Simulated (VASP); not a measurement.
# Si (Imma) in VASP: single point with HSE06

Aim: the single point of Si with HSE06.

All numbers are computed with VASP 6.6.1; they aren't measurements. Logs are shortened: lines on timing, memory, paths and dates and some standing lists are left out, and cuts for length are marked.

### Step 1. The cell of the first run

It takes space group Imma (No. 74, orthorhombic). Conventional cell: a = 3.767 Å, b = 3.933 Å, c = 5.444 Å, α = 90.00°, β = 90.00°, γ = 90.00°. Si (site symmetry mm2) has 4 Si at 2.34 to 2.37 Å within 3.1 Å.

### Step 2. Single point, HSE06 (shear xy strain +4.3%)

Input file POSCAR:

```
Si
1.0
    0.0586616622      2.7221188962      2.7221188962
    2.7221188962      0.0586616622      2.7221188962
    2.7807805584      2.7807805584      0.0000000000
Si
2
Direct
    0.0027025905      0.0027025905     -0.0027025905
    0.2472974095      0.2472974095      0.2527025905
```

Input file INCAR.step1:

```
SYSTEM = Si
PREC = Accurate
ENCUT = 520
EDIFF = 1E-5
ISMEAR = 0
SIGMA = 0.01
LREAL = .False.
LASPH = .True.
NELM = 100
ALGO = Normal
ISIF = 2
LWAVE = .True.
GGA = PE
NBANDS = 11
```

Input file INCAR.step2:

```
SYSTEM = Si
PREC = Accurate
ENCUT = 520
EDIFF = 1E-6
ISMEAR = 0
SIGMA = 0.01
LREAL = .False.
LASPH = .True.
NELM = 100
ALGO = Normal
ISIF = 2
LWAVE = .False.
LCHARG = .True.
GGA = PE
LHFCALC = .True.
HFSCREEN = 0.2079
PRECFOCK = Normal
LELF = .True.
LVHAR = .True.
ISTART = 1
NBANDS = 11
```

Input file KPOINTS:

```
Automatic mesh
0
Gamma
  6 6 6
  0 0 0
```

Potentials or basis: VASP PAW PBE potentials, release 64 (Si).

Started as:

```bash
$ cat potpaw_PBE.64/Si/POTCAR > POTCAR
$ cp INCAR.step1 INCAR
$ mpirun -np 1 vasp_std > vasp.out
$ cp INCAR.step2 INCAR
$ mpirun -np 1 vasp_std > vasp.out
```

OUTCAR:

```text
SYSTEM = Si
   PREC = Accurate
   ENCUT = 520
   EDIFF = 1E-6
   ISMEAR = 0
   LREAL = .False.
   LASPH = .True.
   NELM = 100
   ISIF = 2
   GGA = PE
   LHFCALC = .True.
   HFSCREEN = 0.2079
   PRECFOCK = Normal
   ISTART = 1

 ion  position               nearest neighbor table
   1  0.003  0.003  0.997-   2 2.34   2 2.34   2 2.37   2 2.37
   2  0.247  0.247  0.253-   1 2.34   1 2.34   1 2.37   1 2.37

  LATTYP: Found a body centered orthorhombic cell.
 ALAT       =     3.7666973431
 B/A-ratio  =     1.0440492616
 C/A-ratio  =     1.4453610939

  Lattice vectors:

 A1 = (   2.7221188962,   0.0586616622,  -2.7221188962)
 A2 = (  -2.7221188962,  -0.0586616622,  -2.7221188962)
 A3 = (   0.0586616622,   2.7221188962,   2.7221188962)

Analysis of symmetry for initial positions (statically):
=====================================================================
 Subroutine PRICEL returns:
 Original cell was already a primitive cell.

 Routine SETGRP: Setting up the symmetry group for a
 body centered orthorhombic supercell.

 Subroutine GETGRP returns: Found  8 space group operations
 (whereof  4 operations were pure point group operations)
 out of a pool of  8 trial point group operations.

The static configuration has the point symmetry C_2v.
 The point group associated with its full space group is D_2h.

Analysis of symmetry for dynamics (positions and initial velocities):
=====================================================================
 Subroutine PRICEL returns:
 Original cell was already a primitive cell.

 Routine SETGRP: Setting up the symmetry group for a
 body centered orthorhombic supercell.

 Subroutine GETGRP returns: Found  8 space group operations
 (whereof  4 operations were pure point group operations)
 out of a pool of  8 trial point group operations.

The dynamic configuration has the point symmetry C_2v.
 The point group associated with its full space group is D_2h.

 Subroutine INISYM returns: Found  8 space group operations
 (whereof  4 operations are pure point group operations),
 and found     1 'primitive' translations

----------------------------------------------------------------------------------------

                                     Primitive cell

  volume of cell :      40.3227

  direct lattice vectors                    reciprocal lattice vectors
     0.058661662  2.722118896  2.722118896    -0.187725935  0.187725935  0.183680441
     2.722118896  0.058661662  2.722118896     0.187725935 -0.187725935  0.183680441
[... 102 lines left out ...]
   IALGO  =     38    algorithm
   IMIX   =      1    mixing-type and parameters
     AMIX     =   0.40;   BMIX     =  1.00
     AMIX_MAG =   1.60;   BMIX_MAG =  1.00
  volume/ion in A,a.u.               =      20.16       136.06
  Fermi-wavevector in a.u.,A,eV,Ry     =   0.954820  1.804349 12.404184  0.911682
  Thomas-Fermi vector in A             =   2.083602
   LORBIT       =      0    0 simple, 1 ext, 2 COOP (PROOUT), +10 PAW based schemes
   GGA     = PE    functional components
   LHFCALC =     T    Hartree Fock is set to
   PRECFOCK=normal    Normal, Fast or Accurate (Low or Medium for compatibility)
   ENCUT4O =  -1.0   cutoff for four orbital integrals eV
   NKREDX  =     1    reduce k-point grid by
   NKREDY  =     1    reduce k-point grid by
   NKREDZ  =     1    reduce k-point grid by
   AEXX    =    0.2500 exact exchange contribution
   HFSCREEN=    0.2079 screening length (either q_TF or 0.3 A-1)
   HFSCREENC=   0.2079 screening length for correlation (either q_TF or 0.3 A-1)
   ENCUTFOCK=  -1.0 apply spherical cutoff to Coloumb kernel
   IVDW    =     0    specifies the selected vdW correction
   LEPSILON=     F    determine dielectric tensor
   LRPA    =     F    only Hartree local field effects (RPA)
 non-spin polarized calculation
 Gauss-broadening in eV      SIGMA  =   0.01
  energy-cutoff  :      520.00
  volume of cell :       40.32
 maximum number of plane-waves:      1098
 NGX is ok and might be reduce to    30
  NGX = 24; NGY = 24; NGZ = 24

 number of electron       8.0000000 magnetization

 Free energy of the ion-electron system (eV)
  ---------------------------------------------------
  ext. energy  EPLUGINS =         0.00000000
  ---------------------------------------------------
  free energy    TOTEN  =       -12.51348205 eV

  energy without entropy =      -12.51348205  energy(sigma->0) =      -12.51348205

 E-fermi :   5.7482     XC(G=0):  -7.8273

 val. band max:        5.6180307753   @ k =   0.0000   0.0000   0.0000
 cond. band min:       6.3888572635   @ k =   0.5000   0.5000   0.0000
 fundamental gap:      0.7708264883
 Fermi energy:         5.7482195535

 k-point     1 :       0.0000    0.0000    0.0000
  band No.  band energies     occupation
      1      -7.8298      2.00000
      2       5.2169      2.00000
      3       5.3917      2.00000
      4       5.6180      2.00000
      5       8.4772      0.00000
      6       8.5326      0.00000
      7       8.9984      0.00000
      8       9.8425      0.00000
      9      14.1841      0.00000
     10      14.1928      0.00000
     11      14.2099      0.00000
[... 309 lines left out ...]
 k-point    24 :       0.5000    0.5000    0.1667
  band No.  band energies     occupation
      1      -4.4740      2.00000
      2      -1.8717      2.00000
      3       1.3646      2.00000
      4       2.9142      2.00000
      5       7.3678      0.00000
      6       8.4272      0.00000
      7      13.9894      0.00000
      8      14.0480      0.00000
      9      17.3877      0.00000
     10      17.4406      0.00000
     11      19.0738      0.00000

 [... further k-points ...]

------------------------ aborting loop because EDIFF is reached ----------------------------------------

  FORCE on cell =-STRESS in cart. coord.  units (eV):
  Direction    XX          YY          ZZ          XY          YZ          ZX
  --------------------------------------------------------------------------------------
  -------------------------------------------------------------------------------------
  Total       -0.1117888     -0.1117888     -0.1431289     -0.8889050      0.0000000      0.0000000
  in kB       -4.4418047     -4.4418047     -5.6870667    -35.3196496      0.0000000      0.0000000
  external PRESSURE =      -4.8568920 kB  Pullay stress =       0.0000000 kB

 VOLUME and BASIS-vectors are now :
 -----------------------------------------------------------------------------
  energy-cutoff  :      520.00
  volume of cell :       40.32
      direct lattice vectors                 reciprocal lattice vectors
     0.058661662  2.722118896  2.722118896    -0.187725935  0.187725935  0.183680441
     2.722118896  0.058661662  2.722118896     0.187725935 -0.187725935  0.183680441
     2.780780558  2.780780558  0.000000000     0.179805630  0.179805630 -0.183680441

 POSITION                                       TOTAL-FORCE (eV/Angst)
 -----------------------------------------------------------------------------------
      2.78078      2.78078      0.01471         0.000000      0.000000     -0.005752
      1.39039      1.39039      1.34635        -0.000000     -0.000000      0.005752
 -----------------------------------------------------------------------------------
    total drift:                                0.000000      0.000000     -0.000000

  FREE ENERGIE OF THE ION-ELECTRON SYSTEM (eV)
  ---------------------------------------------------
  free  energy   TOTEN  =       -12.5134820540 eV

  energy  without entropy=      -12.5134820540  energy(sigma->0) =      -12.51348205
```

OUTCAR.step1:

```text
SYSTEM = Si
   PREC = Accurate
   ENCUT = 520
   EDIFF = 1E-5
   ISMEAR = 0
   LREAL = .False.
   LASPH = .True.
[... 562 lines left out ...]
      2.78078      2.78078      0.01471        -0.000000     -0.000000      0.012392
      1.39039      1.39039      1.34635         0.000000      0.000000     -0.012392
 -----------------------------------------------------------------------------------
    total drift:                               -0.000000      0.000000      0.000000

  FREE ENERGIE OF THE ION-ELECTRON SYSTEM (eV)
  ---------------------------------------------------
  free  energy   TOTEN  =       -10.8060766241 eV

  energy  without entropy=      -10.8060766241  energy(sigma->0) =      -10.80607662
```

Run time: 14 min. Hardware: 1 thread of Intel Xeon 6975P-C (Granite Rapids), shared host; peak memory 0.28 GiB.

What came out:

```yaml
Free_energy: -12.5135 eV
Pressure: -0.5 GPa
Largest_force: 0.006 eV/Å
Band_gap_on_the_k_mesh: 0.77 eV (least direct gap 2.86 eV)
```

Forces in eV/Å, atoms in the order of the input:
```
Si   0.000  0.000 -0.006
Si   0.000  0.000  0.006
```

Levels at points of the mesh, in eV from the valence-band top:
| k point | band 1 | band 2 | band 3 | band 4 | band 5 | band 6 | band 7 | band 8 | band 9 |
| --- | --- | --- | --- | --- | --- | --- | --- | --- | --- |
| (0.00, 0.00, 0.00) | -13.45 | -0.40 | -0.23 | 0.00 | 2.86 | 2.91 | 3.38 | 4.22 | 8.57 |
| (0.50, 0.00, 0.00) | -10.75 | -7.85 | -1.69 | -1.58 | 1.76 | 3.73 | 3.94 | 8.23 | 11.44 |
| (0.50, 0.50, 0.00) | -8.96 | -8.76 | -3.60 | -3.02 | 0.77 | 1.43 | 11.08 | 11.37 | 12.01 |
| (0.00, 0.00, 0.50) | -10.99 | -7.92 | -1.46 | -1.31 | 2.23 | 3.93 | 4.15 | 8.56 | 11.17 |
| (0.50, 0.00, 0.50) | -8.85 | -8.85 | -3.32 | -3.32 | 1.09 | 1.09 | 11.09 | 11.09 | 11.93 |

Caveat: the cell differs from its parent crystal (shear xy strain +4.3%); the PAW data sets were made with another functional, which shifts forces and pressure a little. A k mesh can miss the band edges.
